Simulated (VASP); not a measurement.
# Pt (Fm-3m) in VASP: a series of runs

The runs below take Pt through single point, with revPBE, LDA.

Program: VASP 6.6.1. These are calculated values, not measurements. Logs are shortened: lines on timing, memory, paths and dates and some standing lists are left out, and cuts for length are marked.

## (1) The cell of the first run

Symmetry: Fm-3m, No. 225, cubic system. Conventional cell: a = 3.922 Å, b = 3.922 Å, c = 3.922 Å, α = 90.00°, β = 90.00°, γ = 90.00°. Within 3.7 Å of Pt (site symmetry m-3m) lie 12 Pt at 2.77 Å.

## (2) Single point, revPBE

The input, INCAR:

```
PREC = Accurate ; ENCUT = 520
EDIFF = 1E-7 ; ISMEAR = -1
SIGMA = 0.1 ; LREAL = False
LASPH = True ; NELM = 100
ALGO = Normal ; ISIF = 2
LWAVE = False ; LCHARG = False
GGA = RE ; NBANDS = 11
```

The input, KPOINTS:

```
regular mesh
0
Gamma
  15 15 15
```

The input, POSCAR:

```
Pt
1.0
    0.0000000000      1.9609000000      1.9609000000
    1.9609000000      0.0000000000      1.9609000000
    1.9609000000      1.9609000000      0.0000000000
Pt
1
Direct
    0.0000000000      0.0000000000      0.0000000000
```

Potentials or basis: VASP PAW PBE potentials, release 64 (Pt).

Command:

```sh
> cat potpaw_PBE.64/Pt/POTCAR > POTCAR
> mpirun -np 1 vasp_std > vasp.out
```

OUTCAR:

```text
PREC = Accurate
   ENCUT = 520
   EDIFF = 1E-7
   ISMEAR = -1
   LREAL = False
   LASPH = True
   NELM = 100
   ISIF = 2
   GGA = RE

 ion  position               nearest neighbor table
   1  0.000  0.000  0.000-

  LATTYP: Found a face centered cubic cell.
 ALAT       =     3.9218000000

  Lattice vectors:

 A1 = (   0.0000000000,   1.9609000000,   1.9609000000)
 A2 = (   1.9609000000,   0.0000000000,   1.9609000000)
 A3 = (   1.9609000000,   1.9609000000,   0.0000000000)

Analysis of symmetry for initial positions (statically):
=====================================================================
 Subroutine PRICEL returns:
 Original cell was already a primitive cell.

 Routine SETGRP: Setting up the symmetry group for a
 face centered cubic supercell.

 Subroutine GETGRP returns: Found 48 space group operations
[... 9 lines left out ...]

 Routine SETGRP: Setting up the symmetry group for a
 face centered cubic supercell.

 Subroutine GETGRP returns: Found 48 space group operations
[... 11 lines left out ...]
                                     Primitive cell

  volume of cell :      15.0798

  direct lattice vectors                    reciprocal lattice vectors
     0.000000000  1.960900000  1.960900000    -0.254984956  0.254984956  0.254984956
     1.960900000  0.000000000  1.960900000     0.254984956 -0.254984956  0.254984956
     1.960900000  1.960900000  0.000000000     0.254984956  0.254984956 -0.254984956

  length of vectors
     2.773131374  2.773131374  2.773131374     0.441646899  0.441646899  0.441646899

  position of ions in fractional coordinates (direct lattice)
     0.000000000  0.000000000  0.000000000

  ion indices of the primitive-cell ions
   primitive index   ion index
                 1           1

----------------------------------------------------------------------------------------

 KPOINTS: regular mesh

Automatic generation of k-mesh.
 Grid dimensions read from file:
 generate k-points for:   15   15   15

 Generating k-lattice:

  Cartesian coordinates                     Fractional coordinates (reciprocal lattice)
    -0.016998997  0.016998997  0.016998997     0.066666667  0.000000000  0.000000000
     0.016998997 -0.016998997  0.016998997     0.000000000  0.066666667  0.000000000
     0.016998997  0.016998997 -0.016998997     0.000000000  0.000000000  0.066666667

  Length of vectors
     0.029443127  0.029443127  0.029443127

  Shift w.r.t. Gamma in fractional coordinates (k-lattice)
     0.000000000  0.000000000  0.000000000

 Subroutine IBZKPT returns following result:
 ===========================================

 Found    120 irreducible k-points:

 Following reciprocal coordinates:
            Coordinates               Weight
  0.000000  0.000000  0.000000      1.000000
  0.066667  0.000000  0.000000      8.000000
  0.133333  0.000000  0.000000      8.000000
  0.200000  0.000000  0.000000      8.000000
  0.266667  0.000000  0.000000      8.000000
  0.333333  0.000000  0.000000      8.000000
[... 16 lines left out ...]
  0.133333  0.133333  0.000000      6.000000
  0.200000  0.133333  0.000000     24.000000
 [... further k-points ...]
   k-points           NKPTS =    120   k-points in BZ     NKDIM =    120   number of bands    NBANDS=     11
   number of dos      NEDOS =    301   number of ions     NIONS =      1
   total plane-waves  NPLWV =  13824
   dimension x,y,z NGX =    24 NGY =   24 NGZ =   24
   dimension x,y,z NGXF=    48 NGYF=   48 NGZF=   48
   ions per type =               1
   NGX,Y,Z   is equivalent  to a cutoff of  14.39, 14.39, 14.39 a.u.
   NGXF,Y,Z  is equivalent  to a cutoff of  28.78, 28.78, 28.78 a.u.
 SYSTEM =  unknown system
   PREC   = accura    normal or accurate (medium, high low for compatibility)
   ISTART =      0    job   : 0-new  1-cont  2-samecut
   ICHARG =      2    charge: 1-file 2-atom 10-const
   ISPIN  =      1    spin polarized calculation?
   LNONCOLLINEAR =      F non collinear calculations
   LSORBIT =      F    spin-orbit coupling
   LASPH  =      T    aspherical Exc in radial PAW
   ENCUT  =  520.0 eV  38.22 Ry    6.18 a.u.   5.16  5.16  5.16*2*pi/ulx,y,z
   NELM   =    100;   NELMIN=  2; NELMDL= -5     # of ELM steps
   EDIFF  = 0.1E-06   stopping-criterion for ELM
   LREAL  =      F    real-space projection
   EDIFFG = 0.1E-05   stopping-criterion for IOM
   NSW    =      0    number of steps for IOM
   IBRION =     -1    ionic relax: 0-MD 1-quasi-New 2-CG
   NFREE  =      0    steps in history (QN), initial steepest desc. (CG)
   ISIF   =      2    stress and relaxation
   ISYM   =      2    0-nonsym 1-usesym 2-fastsym
   POTIM  = 0.5000    time-step for ionic-motion
   TEBEG  =    0.0;   TEEND  =   0.0 temperature during run
   PSTRESS=    0.0 pullay stress
   NELECT =      10.0000    total number of electrons
   NUPDOWN=      -1.0000    fix difference up-down
   EMIN   =  10.00;   EMAX   =-10.00  energy-range for DOS
   EFERMI =   0.00;   METHOD = LEGACY
   ISMEAR =    -1;   SIGMA  =   0.10  broadening in eV -4-tet -1-fermi 0-gaus
   EFERMI_NEDOS =   21; number of points for ismear=-14 and -15
   IALGO  =     38    algorithm
   IMIX   =      4    mixing-type and parameters
     AMIX     =   0.40;   BMIX     =  1.00
     AMIX_MAG =   1.60;   BMIX_MAG =  1.00
  volume/ion in A,a.u.               =      15.08       101.76
  Fermi-wavevector in a.u.,A,eV,Ry     =   1.427609  2.697791 27.729605  2.038068
  Thomas-Fermi vector in A             =   2.547760
   LORBIT       =      0    0 simple, 1 ext, 2 COOP (PROOUT), +10 PAW based schemes
   GGA     = RE    functional components
   LHFCALC =     F    Hartree Fock is set to
   AEXX    =    0.0000 exact exchange contribution
   IVDW    =     0    specifies the selected vdW correction
   LEPSILON=     F    determine dielectric tensor
   LRPA    =     F    only Hartree local field effects (RPA)
 non-spin polarized calculation
  energy-cutoff  :      520.00
  volume of cell :       15.08
 maximum number of plane-waves:       419
 NGX is ok and might be reduce to    24
   NGX = 11   NGY = 11   NGZ = 11

 number of electron      10.0000000 magnetization

 Free energy of the ion-electron system (eV)
  ---------------------------------------------------
  ext. energy  EPLUGINS =         0.00000000
  ---------------------------------------------------
  free energy    TOTEN  =        -5.57771000 eV

  energy without entropy =       -5.52368469  energy(sigma->0) =       -5.55069734

 E-fermi :  11.3444     XC(G=0): -13.4517

 val. band max:       11.3248418538   @ k =  -0.4667   0.2667   0.0667
 cond. band min:      11.3492948193   @ k =  -0.4667   0.2000   0.0000
 fundamental gap:      0.0244529656
 Fermi energy:        11.3443671942

 k-point     1 :       0.0000    0.0000    0.0000
  band No.  band energies     occupation
      1       1.1308      2.00000
      2       7.5442      2.00000
      3       7.5442      2.00000
      4       7.5442      2.00000
      5       9.6914      2.00000
      6       9.6914      2.00000
      7      25.9478      0.00000
      8      30.9290      0.00000
      9      30.9290      0.00000
     10      30.9290      0.00000
     11      36.2648      0.00000

 k-point     2 :       0.0667    0.0000    0.0000
  band No.  band energies     occupation
      1       1.3096      2.00000
      2       7.4647      2.00000
      3       7.6150      2.00000
      4       7.6150      2.00000
      5       9.6520      2.00000
      6       9.6520      2.00000
      7      26.2257      0.00000
      8      30.0122      0.00000
      9      31.2043      0.00000
     10      31.2043      0.00000
     11      37.2666      0.00000

 k-point     3 :       0.1333    0.0000    0.0000
  band No.  band energies     occupation
      1       1.8217      2.00000
      2       7.2759      2.00000
      3       7.7863      2.00000
      4       7.7863      2.00000
      5       9.5851      2.00000
      6       9.5851      2.00000
      7      26.9434      0.00000
      8      28.2333      0.00000
      9      31.9937      0.00000
     10      31.9937      0.00000
     11      37.3689      0.00000

 k-point     4 :       0.2000    0.0000    0.0000
  band No.  band energies     occupation
      1       2.5760      2.00000
      2       7.1268      2.00000
      3       7.9236      2.00000
      4       7.9236      2.00000
      5       9.6459      2.00000
      6       9.6459      2.00000
      7      26.2468      0.00000
      8      27.6647      0.00000
      9      33.1670      0.00000
     10      33.1670      0.00000
     11      35.3691      0.00000

 k-point     5 :       0.2667    0.0000    0.0000
  band No.  band energies     occupation
      1       3.3548      2.00000
      2       7.2828      2.00000
      3       7.8905      2.00000
      4       7.8905      2.00000
      5       9.9775      2.00000
      6       9.9775      2.00000
      7      24.0745      0.00000
      8      27.5638      0.00000
      9      34.0475      0.00000
     10      34.0475      0.00000
     11      34.9554      0.00000
[... 211 lines left out ...]
 k-point    21 :      -0.1333    0.0667    0.0000
  band No.  band energies     occupation
      1       2.2034      2.00000
      2       7.1042      2.00000
      3       7.9173      2.00000
      4       7.9240      2.00000
      5       9.3039      2.00000
      6       9.8344      2.00000
      7      27.4098      0.00000
      8      27.6163      0.00000
      9      31.3364      0.00000
     10      33.1630      0.00000
     11      35.8097      0.00000

 k-point    22 :      -0.0667    0.0667    0.0000
  band No.  band energies     occupation
      1       1.6008      2.00000
      2       7.3188      2.00000
      3       7.7140      2.00000
      4       7.7605      2.00000
      5       9.4746      2.00000
      6       9.7256      2.00000
      7      26.6595      0.00000
      8      29.1735      0.00000
      9      31.0053      0.00000
     10      31.9484      0.00000
     11      37.9655      0.00000

 k-point    23 :       0.1333    0.1333    0.0000
  band No.  band energies     occupation
      1       2.0577      2.00000
      2       6.9655      2.00000
      3       8.0330      2.00000
      4       8.0330      2.00000
      5       9.0570      2.00000
      6       9.9355      2.00000
      7      27.3798      0.00000
      8      29.3792      0.00000
      9      30.8684      0.00000
     10      30.8684      0.00000
     11      38.8716      0.00000

 k-point    24 :       0.2000    0.1333    0.0000
  band No.  band energies     occupation
      1       2.6377      2.00000
      2       6.7117      2.00000
      3       8.1980      2.00000
      4       8.2723      2.00000
      5       8.9296      2.00000
      6      10.0705      1.99999
      7      28.0248      0.00000
      8      28.2326      0.00000
      9      30.7499      0.00000
     10      31.3677      0.00000
     11      36.5349      0.00000

 [... further k-points ...]
[... 5 lines left out ...]
  --------------------------------------------------------------------------------------
  -------------------------------------------------------------------------------------
  Total        1.2189224      1.2189224      1.2189224      0.0000000      0.0000000     -0.0000000
  in kB      129.5061273    129.5061273    129.5061273      0.0000000      0.0000000     -0.0000000
  external PRESSURE =     129.5061273 kB  Pullay stress =       0.0000000 kB

 VOLUME and BASIS-vectors are now :
 -----------------------------------------------------------------------------
  energy-cutoff  :      520.00
  volume of cell :       15.08
      direct lattice vectors                 reciprocal lattice vectors
     0.000000000  1.960900000  1.960900000    -0.254984956  0.254984956  0.254984956
     1.960900000  0.000000000  1.960900000     0.254984956 -0.254984956  0.254984956
     1.960900000  1.960900000  0.000000000     0.254984956  0.254984956 -0.254984956

 POSITION                                       TOTAL-FORCE (eV/Angst)
 -----------------------------------------------------------------------------------
      0.00000      0.00000      0.00000         0.000000     -0.000000      0.000000
 -----------------------------------------------------------------------------------
    total drift:                               -0.000000      0.000000     -0.000000

  FREE ENERGIE OF THE ION-ELECTRON SYSTEM (eV)
  ---------------------------------------------------
  free  energy   TOTEN  =        -5.5777099950 eV

  energy  without entropy=       -5.5236846892  energy(sigma->0) =       -5.55069734
```

Wall time 9.8 s (1 thread of Intel Xeon 6975P-C (Granite Rapids), shared host); peak memory 0.15 GiB.

Results:

```
Free energy            : -5.5777 eV
Pressure               : 13.0 GPa
Band gap on the k mesh : zero (band 5 reaches 11.77 eV, above the bottom of band 6 at 9.59 eV)
```

Caveat: the PAW data sets were made with another functional, which shifts forces and pressure a little; spin-orbit coupling is left out, which moves the levels of the heavy elements.

## (3) Single point, LDA

The input, INCAR:

```
SYSTEM = Pt
ALGO     = Normal         ! electronic algorithm
EDIFF    = 1E-6           ! SCF threshold, eV
ENCUT    = 520            ! plane-wave cutoff, eV
ISIF     = 2              ! what is computed and relaxed
ISMEAR   = -1             ! smearing method
LASPH    = .True.         ! aspherical terms in the spheres
LCHARG   = .False.        ! write CHGCAR
LREAL    = .False.        ! projectors in reciprocal space
LWAVE    = .False.        ! write WAVECAR
NBANDS   = 11             ! bands
NELM     = 100            ! most SCF steps
PREC     = Accurate       ! precision mode
SIGMA    = 0.1            ! smearing width, eV
```

The input, KPOINTS:

```
k-points
0
Gamma
  15 15 15
  0 0 0
```

POSCAR is that of step 2.

Potentials or basis: VASP PAW LDA potentials, release 64 (Pt).

Command:

```sh
> cat potpaw_LDA.64/Pt/POTCAR > POTCAR
> mpirun -np 1 vasp_std > vasp.out
```

OUTCAR:

```text
SYSTEM = Pt
   EDIFF = 1E-6
   ENCUT = 520
   ISIF = 2
   ISMEAR = -1
   LASPH = .True.
   LREAL = .False.
   NELM = 100
   PREC = Accurate

 ion  position               nearest neighbor table
   1  0.000  0.000  0.000-

  LATTYP: Found a face centered cubic cell.
 ALAT       =     3.9218000000

  Lattice vectors:

 A1 = (   0.0000000000,   1.9609000000,   1.9609000000)
 A2 = (   1.9609000000,   0.0000000000,   1.9609000000)
 A3 = (   1.9609000000,   1.9609000000,   0.0000000000)

Analysis of symmetry for initial positions (statically):
=====================================================================
 Subroutine PRICEL returns:
 Original cell was already a primitive cell.

 Routine SETGRP: Setting up the symmetry group for a
 face centered cubic supercell.

 Subroutine GETGRP returns: Found 48 space group operations
[... 9 lines left out ...]

 Routine SETGRP: Setting up the symmetry group for a
 face centered cubic supercell.

 Subroutine GETGRP returns: Found 48 space group operations
[... 11 lines left out ...]
                                     Primitive cell

  volume of cell :      15.0798

  direct lattice vectors                    reciprocal lattice vectors
[... 135 lines left out ...]
 val. band max:       11.1469490656   @ k =   0.4667   0.4667   0.0000
 cond. band min:      11.1694676220   @ k =  -0.4667   0.2000   0.0000
 fundamental gap:      0.0225185564
 Fermi energy:        11.1605387273

 k-point     1 :       0.0000    0.0000    0.0000
  band No.  band energies     occupation
      1       0.8936      2.00000
      2       7.3237      2.00000
      3       7.3237      2.00000
      4       7.3237      2.00000
      5       9.5153      2.00000
      6       9.5153      2.00000
      7      25.7637      0.00000
      8      30.6832      0.00000
      9      30.6832      0.00000
     10      30.6832      0.00000
     11      36.1354      0.00000
[... 309 lines left out ...]
 k-point    24 :       0.2000    0.1333    0.0000
  band No.  band energies     occupation
      1       2.4025      2.00000
      2       6.4900      2.00000
      3       7.9863      2.00000
      4       8.0572      2.00000
      5       8.7402      2.00000
      6       9.8969      1.99999
      7      27.8385      0.00000
      8      28.0508      0.00000
      9      30.5091      0.00000
     10      31.1464      0.00000
     11      36.2581      0.00000

 [... further k-points ...]
[... 5 lines left out ...]
  --------------------------------------------------------------------------------------
  -------------------------------------------------------------------------------------
  Total       -0.4835392     -0.4835392     -0.4835392      0.0000000      0.0000000     -0.0000000
  in kB      -51.3743013    -51.3743013    -51.3743013      0.0000000      0.0000000     -0.0000000
  external PRESSURE =     -51.3743013 kB  Pullay stress =       0.0000000 kB

 VOLUME and BASIS-vectors are now :
 -----------------------------------------------------------------------------
  energy-cutoff  :      520.00
  volume of cell :       15.08
      direct lattice vectors                 reciprocal lattice vectors
     0.000000000  1.960900000  1.960900000    -0.254984956  0.254984956  0.254984956
     1.960900000  0.000000000  1.960900000     0.254984956 -0.254984956  0.254984956
     1.960900000  1.960900000  0.000000000     0.254984956  0.254984956 -0.254984956

 POSITION                                       TOTAL-FORCE (eV/Angst)
 -----------------------------------------------------------------------------------
      0.00000      0.00000      0.00000         0.000000     -0.000000      0.000000
 -----------------------------------------------------------------------------------
    total drift:                               -0.000000      0.000000     -0.000000

  FREE ENERGIE OF THE ION-ELECTRON SYSTEM (eV)
  ---------------------------------------------------
  free  energy   TOTEN  =        -7.5276075069 eV

  energy  without entropy=       -7.4734061370  energy(sigma->0) =       -7.50050682
```

OSZICAR:

```text
N       E                     dE             d eps       ncg     rms          rms(c)
DAV:   1     0.384485775940E+02    0.38449E+02   -0.52552E+03  2680   0.834E+02
DAV:   2    -0.735105182454E+01   -0.45800E+02   -0.43811E+02  3038   0.177E+02
DAV:   3    -0.796253157676E+01   -0.61148E+00   -0.60706E+00  3094   0.196E+01
DAV:   4    -0.796469973921E+01   -0.21682E-02   -0.21680E-02  3042   0.137E+00
DAV:   5    -0.796471658815E+01   -0.16849E-04   -0.16848E-04  3096   0.112E-01    0.133E+01
DAV:   6    -0.757394241572E+01    0.39077E+00   -0.92155E-01  2853   0.752E+00    0.683E+00
DAV:   7    -0.753219042219E+01    0.41752E-01   -0.13570E-01  3051   0.277E+00    0.262E+00
DAV:   8    -0.752777303015E+01    0.44174E-02   -0.54809E-03  2877   0.703E-01    0.548E-01
DAV:   9    -0.752760405155E+01    0.16898E-03   -0.12696E-04  2952   0.107E-01    0.124E-02
DAV:  10    -0.752760745556E+01   -0.34040E-05   -0.24377E-06  3110   0.106E-02    0.221E-03
DAV:  11    -0.752760750691E+01   -0.51357E-07   -0.46632E-08  1647   0.202E-03
   1 F= -.75276075E+01 E0= -.75005068E+01  d E =-.542014E-01
```

stdout:

```text
POSCAR found type information on POSCAR Pt
 POSCAR found :  1 types and       1 ions
 scaLAPACK will be used
 LDA part: xc-table for (Slater(with rela. corr.)+CA(PZ))
 , standard interpolation
 POSCAR, INCAR and KPOINTS ok, starting setup
 FFT: planning ... GRIDC
 FFT: planning ... GRID_SOFT
 FFT: planning ... GRID
 WAVECAR not read
 entering main loop
```

It took 8.5 s on 1 thread of Intel Xeon 6975P-C (Granite Rapids), shared host; peak memory 0.14 GiB.

What came out:

- Free energy: -7.5276 eV
- Pressure: -5.1 GPa
- Band gap on the k mesh: zero (band 5 reaches 11.58 eV, above the bottom of band 6 at 9.41 eV)

Caveat: spin-orbit coupling is left out, which moves the levels of the heavy elements.
